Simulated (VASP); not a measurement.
Here is a VASP 6.6.1 calculation.

File INCAR:

```
ALGO = Normal ; EDIFF = 1E-7
ENCUT = 520 ; GGA = PE
ISIF = 2 ; ISMEAR = 0
LASPH = T ; LCHARG = F
LREAL = F ; LWAVE = F
NBANDS = 47 ; NELM = 80
PREC = Accurate ; SIGMA = 0.1
```

Contents of KPOINTS:

```
k-points
0
Gamma
  4 4 4
```

POSCAR

```
ZnAu4S3
1.0
    4.7604281000      0.0000000000      0.0000000000
    0.0000000000      4.7604281000      0.0000000000
    0.0000000000      0.0000000000      4.7604281000
Zn S Au
1 3 4
Direct
    0.0000000000      0.0000000000      0.0000000000
    0.0000000000      0.5000000000      0.5000000000
    0.5000000000      0.0000000000      0.5000000000
    0.5000000000      0.5000000000      0.0000000000
    0.5000000000      0.5000000000      0.5000000000
    0.5000000000      0.0000000000      0.0000000000
    0.0000000000      0.5000000000      0.0000000000
    0.0000000000      0.0000000000      0.5000000000
```

Potentials or basis: VASP PAW PBE potentials, release 64 (Zn, S, Au).

Launch:

```bash
$ cat potpaw_PBE.64/Zn/POTCAR potpaw_PBE.64/S/POTCAR potpaw_PBE.64/Au/POTCAR > POTCAR
$ mpirun -np 1 vasp_std > vasp.out
```

(1) Predict the pressure.

(2) Estimate the band gap on the k mesh.

## Answers

(1) 68.0 GPa.

(2) zero (band 37 reaches 14.22 eV, above the bottom of band 38 at 9.19 eV).

Caveat: spin-orbit coupling is left out, which moves the levels of the heavy elements.
